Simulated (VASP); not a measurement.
A run of VASP 6.6.1 is set up as follows.

Contents of POSCAR:

```
BeTe
1.0
    0.0000000000      2.7700000000      2.9916000000
    2.7700000000      0.0000000000      2.9916000000
    2.7700000000      2.7700000000      0.0000000000
Be Te
1 1
Direct
    0.0000000000      0.0000000000      0.0000000000
    0.7500000000      0.7500000000      0.7500000000
```

Contents of INCAR.step1:

```
ALGO = Normal
EDIFF = 1E-5
ENCUT = 660
GGA = PE
GGA_COMPAT = False
ISMEAR = 0
LASPH = True
LCHARG = False
LREAL = False
LWAVE = True
NBANDS = 11
NELM = 120
PREC = Accurate
SIGMA = 0.05
```

INCAR.step2

```
ALGO = Normal
EDIFF = 1E-6
ENCUT = 660
GGA_COMPAT = False
ISIF = 2
ISMEAR = 0
ISTART = 1
LASPH = True
LCHARG = False
LMIXTAU = True
LREAL = False
LWAVE = False
METAGGA = R2SCAN
NBANDS = 11
NELM = 120
PREC = Accurate
SIGMA = 0.05
```

The input KPOINTS:

```
k-points
0
Gamma
  8 8 8
```

Potentials or basis: VASP PAW PBE potentials, release 64 (Be, Te).

Run with:

```sh
$ cat potpaw_PBE.64/Be/POTCAR potpaw_PBE.64/Te/POTCAR > POTCAR
$ cp INCAR.step1 INCAR
$ mpirun -np 1 vasp_std > vasp.out
$ cp INCAR.step2 INCAR
$ mpirun -np 1 vasp_std > vasp.out
```

(1) Predict the band gap on the k mesh.

(2) Estimate the pressure.

Results:

(1) 2.08 eV (least direct gap 3.87 eV).

(2) -0.7 GPa.

Caveat: the cell differs from its parent crystal (strain +0.000 along x and y, +0.080 along z); the PAW data sets were made with another functional, which shifts forces and pressure a little; spin-orbit coupling is left out, which moves the levels of the heavy elements.
